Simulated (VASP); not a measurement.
## Ta: single point with PBE

The system is Ta.

```xyz
3
Lattice="4.0430 0.0000 0.0000 -2.0215 3.5013 0.0000 0.0000 0.0000 2.3156" Properties=species:S:1:pos:R:3 pbc="T T T"
Ta    0.0000    0.0000    0.0000
Ta    0.0000    2.3342    1.1578
Ta    2.0215    1.1671    1.1578
```

```yaml
Program: VASP 6.6.1
Task: single point
Functional: PBE
Potentials_or_basis: VASP PAW PBE potentials, release 64 (Ta_pv)
Cutoff: 520 eV
k_mesh: 9 × 9 × 13
Occupations: fermi-dirac, width 0.05 eV
Spin: no spin polarisation
```

```yaml
Pressure: 279.2 GPa
```

Stress tensor (GPa, compression positive):
```
278.69   0.00   0.00
  0.00 278.69   0.00
  0.00   0.00 280.30
```

Levels at points of the mesh, in eV from the Fermi level:
```
           k point  band 15  band 16  band 17  band 18  band 19  band 20
(0.00, 0.00, 0.00)    -1.43    -1.33    -1.33     0.61     0.61     4.05
```

It took 41 s on 1 thread of Intel(R) Xeon(R) Platinum 8375C CPU @ 2.90GHz (Ice Lake), on a shared host, peak memory 0.18 GiB.

Caveat: spin-orbit coupling is left out, which moves the levels of the heavy elements.
